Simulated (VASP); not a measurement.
A run of VASP 6.6.1 is set up as follows.

File INCAR:

```
SYSTEM = AlN
PREC     = Accurate       ! precision mode
ENCUT    = 520            ! plane-wave cutoff, eV
EDIFF    = 1E-6           ! SCF threshold, eV
ISMEAR   = 0              ! smearing method
SIGMA    = 0.05           ! smearing width, eV
LREAL    = .False.        ! projectors in reciprocal space
LASPH    = .True.         ! aspherical terms in the spheres
NELM     = 100            ! most SCF steps
ALGO     = Normal         ! electronic algorithm
ISIF     = 2              ! what is computed and relaxed
LWAVE    = .False.        ! write WAVECAR
LCHARG   = .True.         ! write CHGCAR
GGA      = PS             ! functional
LELF     = .True.         ! ELF
LVHAR    = .True.       
NBANDS   = 11             ! bands
```

The input KPOINTS:

```
Automatic mesh
0
Gamma
  10 10 10
  0 0 0
```

File POSCAR:

```
AlN
1.0
    0.0000000000      2.1886566781      2.1886566781
    2.1886566781      0.0000000000      2.1886566781
    2.1886566781      2.1886566781      0.0000000000
Al N
1 1
Direct
    0.0000000000      0.0000000000      0.0000000000
    0.7500000000      0.7500000000      0.7500000000
```

Potentials or basis: VASP PAW PBE potentials, release 64 (Al, N).

Run with:

```bash
$ cat potpaw_PBE.64/Al/POTCAR potpaw_PBE.64/N/POTCAR > POTCAR
$ mpirun -np 1 vasp_std > vasp.out
```

Estimate the pressure.

0.0 GPa.

What does it give for the band gap on the k mesh?

3.18 eV, indirect (least direct gap 4.08 eV).

Caveat: the PAW data sets were made with another functional, which shifts forces and pressure a little. A k mesh can miss the band edges.
